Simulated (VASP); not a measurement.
# Mg5Zn3O8 (P1) in VASP: single point with r2SCAN

Aim: the single point of Mg5Zn3O8 with r2SCAN.

Program: VASP 6.6.1. These are calculated values, not measurements. Logs are shortened: lines on timing, memory, paths and dates and some standing lists are left out, and cuts for length are marked.

### Step 1. The cell of the first run

The typed cell holds 64 atoms: a = 8.469 Å, b = 8.469 Å, c = 8.469 Å, α = 90.00°, β = 90.00°, γ = 90.00°.

### Step 2. Single point, r2SCAN

Contents of POSCAR:

```
Mg5Zn3O8
1.0
    8.4690030000      0.0000000000      0.0000000000
    0.0000000000      8.4690030000      0.0000000000
    0.0000000000      0.0000000000      8.4690030000
O Zn Mg
32 12 20
Direct
    0.2499910000      0.9984330000      0.9979060000
    0.2480330000      0.0003420000      0.5018220000
    0.2505930000      0.5028100000      0.0001360000
    0.2505320000      0.5001760000      0.4992920000
    0.7499810000      0.9998640000      0.9981900000
    0.7527000000      0.0007470000      0.5021070000
    0.7502280000      0.4999290000      0.9979230000
    0.7503740000      0.5003190000      0.5019260000
    0.0003880000      0.2521640000      0.9981210000
    0.0003750000      0.2504850000      0.5019120000
    0.0023660000      0.7476850000      0.9996550000
    0.0000490000      0.7504950000      0.4990200000
    0.5002940000      0.2519500000      0.9981940000
    0.5007750000      0.2528210000      0.5022270000
    0.4979220000      0.7473830000      0.9976300000
    0.5002570000      0.7478490000      0.5018200000
    0.0001670000      0.9987290000      0.2508590000
    0.9999040000      0.0002130000      0.7473010000
    0.0028420000      0.5030120000      0.2494900000
    0.0001890000      0.5000480000      0.7502680000
    0.5001210000      0.9999760000      0.2498310000
    0.5003210000      0.0002660000      0.7503170000
    0.4983250000      0.5000240000      0.2494240000
    0.5004540000      0.4998860000      0.7504460000
    0.2507360000      0.2518290000      0.2516630000
    0.2503610000      0.2496860000      0.7468550000
    0.2475180000      0.7480460000      0.2494680000
    0.2503090000      0.7507970000      0.7496360000
    0.7505260000      0.2502560000      0.2511900000
    0.7500420000      0.2495380000      0.7468230000
    0.7519160000      0.7508910000      0.2514150000
    0.7499760000      0.7505570000      0.7467290000
    0.0002810000      0.0000710000      0.9992670000
    0.5000910000      0.9999650000      0.0000240000
    0.5004550000      0.0003520000      0.5003940000
    0.2504220000      0.2508270000      0.9993040000
    0.7502710000      0.2500150000      0.9993090000
    0.7501740000      0.7499170000      0.9991280000
    0.2500620000      0.0001010000      0.2497090000
    0.7501330000      0.0003820000      0.2496090000
    0.7506990000      0.5004840000      0.2501650000
    0.0005520000      0.2504570000      0.2499760000
    0.5003700000      0.2500170000      0.2498250000
    0.4997530000      0.7500010000      0.2495850000
    0.0001310000      0.0006710000      0.4986720000
    0.9997460000      0.4996060000      0.0005830000
    0.0002210000      0.5002430000      0.4991200000
    0.5011080000      0.4997710000      0.0010060000
    0.5006270000      0.5001220000      0.4990360000
    0.2508580000      0.2495710000      0.4987590000
    0.2505410000      0.7510250000      0.0004610000
    0.2506510000      0.7509080000      0.4988600000
    0.7499760000      0.2497910000      0.4983890000
    0.7495950000      0.7509470000      0.4985850000
    0.2503550000      0.0005290000      0.7503030000
    0.2504880000      0.4996690000      0.2492590000
    0.2504690000      0.5001230000      0.7500290000
    0.7500610000      0.0002720000      0.7505700000
    0.7501900000      0.5000710000      0.7499670000
    0.0001840000      0.2497860000      0.7502560000
    0.9994620000      0.7511180000      0.2486350000
    0.0000050000      0.7505340000      0.7499230000
    0.5004710000      0.2497120000      0.7504140000
    0.5003860000      0.7504510000      0.7501930000
```

Contents of INCAR.step1:

```
SYSTEM = Mg5Zn3O8
PREC = Accurate
ENCUT = 520
ISMEAR = -1
SIGMA = 0.05
LREAL = Auto
LASPH = .TRUE.
NELM = 60
ISYM = 0
NBANDS = 226
GGA = PE
ALGO = Normal
EDIFF = 1E-4
LWAVE = .TRUE.
LCHARG = .FALSE.
```

Contents of INCAR.step2:

```
SYSTEM = Mg5Zn3O8
PREC = Accurate
ENCUT = 520
EDIFF = 1E-6
ISMEAR = -1
SIGMA = 0.05
LREAL = Auto
LASPH = .TRUE.
NELM = 60
ALGO = Normal
ISIF = 2
LWAVE = .FALSE.
LCHARG = .FALSE.
METAGGA = R2SCAN
LMIXTAU = .TRUE.
ISYM = 0
NBANDS = 226
ISTART = 1
```

Contents of KPOINTS:

```
Automatic mesh
0
Gamma
  1 1 1
  0.25 0.25 0.25
```

Potentials or basis: VASP PAW PBE potentials, release 64 (O, Zn, Mg).

Run with:

```bash
$ cat potpaw_PBE.64/O/POTCAR potpaw_PBE.64/Zn/POTCAR potpaw_PBE.64/Mg/POTCAR > POTCAR
$ cp INCAR.step1 INCAR
$ mpirun -np 1 vasp_std > vasp.out
$ cp INCAR.step2 INCAR
$ mpirun -np 1 vasp_std > vasp.out
```

OUTCAR:

```text
SYSTEM = Mg5Zn3O8
   PREC = Accurate
   ENCUT = 520
   EDIFF = 1E-6
   ISMEAR = -1
   LREAL = Auto
   LASPH = .TRUE.
   NELM = 60
   ISIF = 2
   METAGGA = R2SCAN
   ISYM = 0
   ISTART = 1

 ion  position               nearest neighbor table
   1  0.250  0.998  0.998-  51 2.10  55 2.10  33 2.11  34 2.12  39 2.13  36 2.14
   2  0.248  0.000  0.502-  45 2.10  55 2.10  50 2.11  52 2.11  39 2.14  35 2.14
   3  0.251  0.503  0.000-  51 2.10  56 2.11  57 2.12  48 2.12  46 2.12  36 2.13
   4  0.251  0.500  0.499-  56 2.12  49 2.12  47 2.12  50 2.12  52 2.12  57 2.12
   5  0.750  1.000  0.998-  58 2.10  34 2.12  38 2.12  37 2.12  33 2.12  40 2.13
   6  0.753  0.001  0.502-  45 2.10  58 2.10  53 2.11  54 2.12  35 2.14  40 2.14
[... 73 lines left out ...]
                            42 2.99  46 2.99  43 2.99  44 2.99  50 2.99  49 2.99  47 3.00  51 3.00
  57  0.250  0.500  0.750-  24 2.12   3 2.12  20 2.12  26 2.12  28 2.12   4 2.12  36 2.99  64 3.00
                            63 3.00  60 3.00  62 3.00  49 3.00  47 3.00  46 3.00  51 3.00  48 3.00
  58  0.750  0.000  0.751-   5 2.10   6 2.10  30 2.11  22 2.12  32 2.12  18 2.12  37 2.99  38 2.99
                            33 2.99  63 2.99  34 2.99  64 2.99  60 2.99  62 2.99  35 2.99  54 3.00
  59  0.750  0.500  0.750-   7 2.10   8 2.10  24 2.12  20 2.12  32 2.12  30 2.12  38 2.99  37 2.99
                            63 2.99  48 2.99  46 3.00  64 3.00  62 3.00  60 3.00  49 3.00  47 3.00
  60  0.000  0.250  0.750-   9 2.10  10 2.10  18 2.11  30 2.12  26 2.12  20 2.12  33 2.99  37 2.99
                            36 2.99  55 2.99  58 2.99  46 3.00  59 3.00  57 3.00  45 3.00  47 3.00
  61  0.999  0.751  0.249-  31 2.10  17 2.10  27 2.10  19 2.10  11 2.11  12 2.12  33 2.98  40 2.99
                            38 2.99  51 2.99  41 2.99  46 2.99  39 2.99  45 2.99  54 2.99  47 3.00
  62  0.000  0.751  0.750-  18 2.11  11 2.12  32 2.12  28 2.12  20 2.12  12 2.12  33 2.99  38 2.99
                            58 2.99  59 3.00  55 3.00  57 3.00  51 3.00  47 3.00  45 3.00  46 3.00
  63  0.500  0.250  0.750-  13 2.10  14 2.10  22 2.11  30 2.11  26 2.12  24 2.12  37 2.99  36 2.99
                            58 2.99  55 2.99  34 2.99  35 2.99  59 2.99  57 3.00  48 3.00  50 3.00
  64  0.500  0.750  0.750-  15 2.10  16 2.10  32 2.11  22 2.12  28 2.12  24 2.12  38 2.99  34 2.99
                            58 2.99  35 2.99  55 2.99  51 2.99  59 3.00  57 3.00  54 3.00  52 3.00

IMPORTANT INFORMATION: All symmetrisations will be switched off!
NOSYMM: (Re-)initialisation of all symmetry stuff for point group C_1.

----------------------------------------------------------------------------------------

                                     Primitive cell

  volume of cell :     607.4309

  direct lattice vectors                    reciprocal lattice vectors
     8.469003000  0.000000000  0.000000000     0.118077653  0.000000000  0.000000000
     0.000000000  8.469003000  0.000000000     0.000000000  0.118077653  0.000000000
     0.000000000  0.000000000  8.469003000     0.000000000  0.000000000  0.118077653

  length of vectors
     8.469003000  8.469003000  8.469003000     0.118077653  0.118077653  0.118077653

  position of ions in fractional coordinates (direct lattice)
     0.249991000  0.998433000  0.997906000
     0.248033000  0.000342000  0.501822000
     0.250593000  0.502810000  0.000136000
     0.250532000  0.500176000  0.499292000
     0.749981000  0.999864000  0.998190000
     0.752700000  0.000747000  0.502107000
[... 56 lines left out ...]
     0.500471000  0.249712000  0.750414000
     0.500386000  0.750451000  0.750193000

  ion indices of the primitive-cell ions
   primitive index   ion index
                 1           1
                 2           2
                 3           3
                 4           4
                 5           5
                 6           6
[... 56 lines left out ...]
                63          63
                64          64

----------------------------------------------------------------------------------------

 KPOINTS: Automatic mesh

Automatic generation of k-mesh.
 Grid dimensions read from file:
 generate k-points for:    1    1    1

 Generating k-lattice:

  Cartesian coordinates                     Fractional coordinates (reciprocal lattice)
     0.118077653  0.000000000  0.000000000     1.000000000  0.000000000  0.000000000
     0.000000000  0.118077653  0.000000000     0.000000000  1.000000000  0.000000000
     0.000000000  0.000000000  0.118077653     0.000000000  0.000000000  1.000000000

  Length of vectors
     0.118077653  0.118077653  0.118077653

  Shift w.r.t. Gamma in fractional coordinates (k-lattice)
     0.250000000  0.250000000  0.250000000

 Subroutine IBZKPT returns following result:
 ===========================================

 Found      4 irreducible k-points:

 Following reciprocal coordinates:
            Coordinates               Weight
  0.250000  0.250000  0.250000      2.000000
 -0.250000  0.250000  0.250000      2.000000
 -0.250000 -0.250000  0.250000      2.000000
  0.250000 -0.250000  0.250000      2.000000
   k-points           NKPTS =      4   k-points in BZ     NKDIM =      4   number of bands    NBANDS=    226
   number of dos      NEDOS =    301   number of ions     NIONS =     64
   total plane-waves  NPLWV = 262144
   dimension x,y,z NGX =    64 NGY =   64 NGZ =   64
   dimension x,y,z NGXF=   128 NGYF=  128 NGZF=  128
   ions per type =              32  12  20
   NGX,Y,Z   is equivalent  to a cutoff of  12.56, 12.56, 12.56 a.u.
   NGXF,Y,Z  is equivalent  to a cutoff of  25.13, 25.13, 25.13 a.u.
 SYSTEM =  Mg5Zn3O8
   PREC   = accura    normal or accurate (medium, high low for compatibility)
   ISTART =      1    job   : 0-new  1-cont  2-samecut
   ICHARG =      0    charge: 1-file 2-atom 10-const
   ISPIN  =      1    spin polarized calculation?
   LNONCOLLINEAR =      F non collinear calculations
   LSORBIT =      F    spin-orbit coupling
   LASPH  =      T    aspherical Exc in radial PAW
   ENCUT  =  520.0 eV  38.22 Ry    6.18 a.u.  15.75 15.75 15.75*2*pi/ulx,y,z
   NELM   =     60;   NELMIN=  2; NELMDL=  0     # of ELM steps
   EDIFF  = 0.1E-05   stopping-criterion for ELM
   LREAL  =      T    real-space projection
   EDIFFG = 0.1E-04   stopping-criterion for IOM
   NSW    =      0    number of steps for IOM
   IBRION =     -1    ionic relax: 0-MD 1-quasi-New 2-CG
   NFREE  =      0    steps in history (QN), initial steepest desc. (CG)
   ISIF   =      2    stress and relaxation
   ISYM   =      0    0-nonsym 1-usesym 2-fastsym
   POTIM  = 0.5000    time-step for ionic-motion
   TEBEG  =    0.0;   TEEND  =   0.0 temperature during run
   PSTRESS=    0.0 pullay stress
   NELECT =     376.0000    total number of electrons
   NUPDOWN=      -1.0000    fix difference up-down
   EMIN   =  10.00;   EMAX   =-10.00  energy-range for DOS
   EFERMI =   0.00;   METHOD = LEGACY
   ISMEAR =    -1;   SIGMA  =   0.05  broadening in eV -4-tet -1-fermi 0-gaus
   EFERMI_NEDOS =   21; number of points for ismear=-14 and -15
   IALGO  =     38    algorithm
   IMIX   =      4    mixing-type and parameters
     AMIX     =   0.40;   BMIX     =  1.00
     AMIX_MAG =   1.60;   BMIX_MAG =  1.00
  volume/ion in A,a.u.               =       9.49        64.05
  Fermi-wavevector in a.u.,A,eV,Ry     =   1.395207  2.636558 26.485117  1.946601
  Thomas-Fermi vector in A             =   2.518681
   LORBIT       =      0    0 simple, 1 ext, 2 COOP (PROOUT), +10 PAW based schemes
   METAGGA = R2SCAN    functional components
   LHFCALC =     F    Hartree Fock is set to
   AEXX    =    0.0000 exact exchange contribution
   IVDW    =     0    specifies the selected vdW correction
   LEPSILON=     F    determine dielectric tensor
   LRPA    =     F    only Hartree local field effects (RPA)
 non-spin polarized calculation
  energy-cutoff  :      520.00
  volume of cell :      607.43
 maximum number of plane-waves:     16317
 NGX is ok and might be reduce to    64
   NGX = 31   NGY = 31   NGZ = 31

 number of electron     376.0000263 magnetization

 Free energy of the ion-electron system (eV)
  ---------------------------------------------------
  ext. energy  EPLUGINS =         0.00000000
  ---------------------------------------------------
  free energy    TOTEN  =      -538.68112403 eV

  energy without entropy =     -538.68112403  energy(sigma->0) =     -538.68112403

 E-fermi :   4.1577     XC(G=0): -12.1760

 val. band max:        2.9177656651   @ k =  -0.2500   0.2500   0.2500
 cond. band min:       7.2204438697   @ k =  -0.2500   0.2500   0.2500
 fundamental gap:      4.3026782046
 Fermi energy:         4.1577301186

 k-point     1 :       0.2500    0.2500    0.2500
  band No.  band energies     occupation
      1     -16.0098      2.00000
      2     -15.6242      2.00000
      3     -15.6052      2.00000
      4     -15.5574      2.00000
      5     -15.2932      2.00000
      6     -15.2550      2.00000
[... 801 lines left out ...]
    199      10.5997      0.00000
    200      10.7738      0.00000
 [bands above 200 left out]

------------------------ aborting loop because EDIFF is reached ----------------------------------------

  FORCE on cell =-STRESS in cart. coord.  units (eV):
  Direction    XX          YY          ZZ          XY          YZ          ZX
  --------------------------------------------------------------------------------------
  -------------------------------------------------------------------------------------
  Total       -2.3575822     -2.3673812     -2.6619778     -0.0637754      0.0672951     -0.0987903
  in kB       -6.2184274     -6.2442735     -7.0213099     -0.1682160      0.1774994     -0.2605720
  external PRESSURE =      -6.4946703 kB  Pullay stress =       0.0000000 kB

 VOLUME and BASIS-vectors are now :
 -----------------------------------------------------------------------------
  energy-cutoff  :      520.00
  volume of cell :      607.43
      direct lattice vectors                 reciprocal lattice vectors
     8.469003000  0.000000000  0.000000000     0.118077653  0.000000000  0.000000000
     0.000000000  8.469003000  0.000000000     0.000000000  0.118077653  0.000000000
     0.000000000  0.000000000  8.469003000     0.000000000  0.000000000  0.118077653

 POSITION                                       TOTAL-FORCE (eV/Angst)
 -----------------------------------------------------------------------------------
      2.11717      8.45573      8.45127         0.020599     -0.089293     -0.088487
      2.10059      0.00290      4.24993        -0.082223     -0.001049      0.081251
      2.12227      4.25830      0.00115        -0.005826      0.060069     -0.005686
      2.12176      4.23599      4.22851        -0.001923     -0.000547     -0.000604
      6.35159      8.46785      8.45367         0.017874      0.008096     -0.114255
      6.37462      0.00633      4.25235         0.061088     -0.019602      0.059133
[... 56 lines left out ...]
      4.23849      2.11481      6.35526        -0.002937      0.032566     -0.026317
      4.23777      6.35557      6.35339        -0.015141     -0.031417     -0.014017
 -----------------------------------------------------------------------------------
    total drift:                               -0.069551     -0.051995      0.052583

  FREE ENERGIE OF THE ION-ELECTRON SYSTEM (eV)
  ---------------------------------------------------
  free  energy   TOTEN  =      -538.6811240285 eV

  energy  without entropy=     -538.6811240285  energy(sigma->0) =     -538.68112403
```

Run time: 48 min. Hardware: 1 thread of AMD EPYC 9R14 (Zen 4), shared host; peak memory 0.82 GiB.

What came out:

```yaml
Free_energy: -538.6811 eV
Pressure: -0.6 GPa
Largest_force: 0.163 eV/Å
Band_gap_on_the_k_mesh: 4.30 eV, direct
```

Forces in eV/Å, atoms in the order of the input:
```
O    0.021 -0.089 -0.088
O   -0.082 -0.001  0.081
O   -0.006  0.060 -0.006
O   -0.002 -0.001 -0.001
O    0.018  0.008 -0.114
O    0.061 -0.020  0.059
O    0.005  0.015 -0.085
O   -0.005 -0.010  0.061
O    0.000  0.104 -0.105
O   -0.011 -0.003  0.062
O    0.084 -0.083  0.004
O    0.000 -0.005  0.000
O    0.002  0.119 -0.112
O   -0.016  0.064  0.060
O   -0.064 -0.063 -0.067
O   -0.001 -0.086  0.081
O    0.003 -0.109  0.103
O    0.012  0.010 -0.055
O    0.060  0.056 -0.020
O    0.001  0.003  0.003
O   -0.001  0.002 -0.005
O    0.004  0.002  0.002
O   -0.086  0.013 -0.002
O    0.001  0.000  0.005
O   -0.022  0.088  0.093
O    0.015  0.001 -0.065
O   -0.059 -0.055  0.021
O    0.000  0.003 -0.004
O   -0.010 -0.012  0.118
O    0.012  0.005 -0.062
O    0.091 -0.020  0.093
O    0.008  0.019 -0.063
Zn   0.001 -0.011 -0.010
Zn  -0.007 -0.008 -0.019
Zn   0.000  0.001  0.010
Zn  -0.002  0.012 -0.010
Zn  -0.002  0.009 -0.020
Zn   0.001 -0.007 -0.011
Zn  -0.009 -0.012  0.011
Zn   0.010 -0.008  0.022
Zn   0.003  0.003  0.009
Zn   0.003  0.010  0.015
Zn  -0.007  0.015  0.014
Zn  -0.007 -0.012  0.003
Mg   0.001 -0.017  0.040
Mg   0.031  0.030 -0.025
Mg   0.013  0.012  0.028
Mg  -0.033  0.013 -0.046
Mg  -0.017  0.000  0.045
Mg  -0.015  0.030  0.037
Mg  -0.013 -0.043 -0.029
Mg  -0.031 -0.031  0.028
Mg   0.015  0.015  0.053
Mg   0.032 -0.013  0.037
Mg  -0.018 -0.016 -0.028
Mg  -0.012  0.031  0.015
Mg   0.000  0.013 -0.012
Mg   0.015  0.001 -0.042
Mg  -0.004 -0.006 -0.028
Mg  -0.004  0.015 -0.041
Mg   0.029 -0.024  0.030
Mg   0.015 -0.017 -0.026
Mg  -0.003  0.033 -0.026
Mg  -0.015 -0.031 -0.014
```

Stress tensor (GPa, compression positive):
```
-0.62 -0.02 -0.03
-0.02 -0.62  0.02
-0.03  0.02 -0.70
```

Caveat: the k points lie up to 0.74 Å⁻¹ apart; the PAW data sets were made with another functional, which shifts forces and pressure a little.
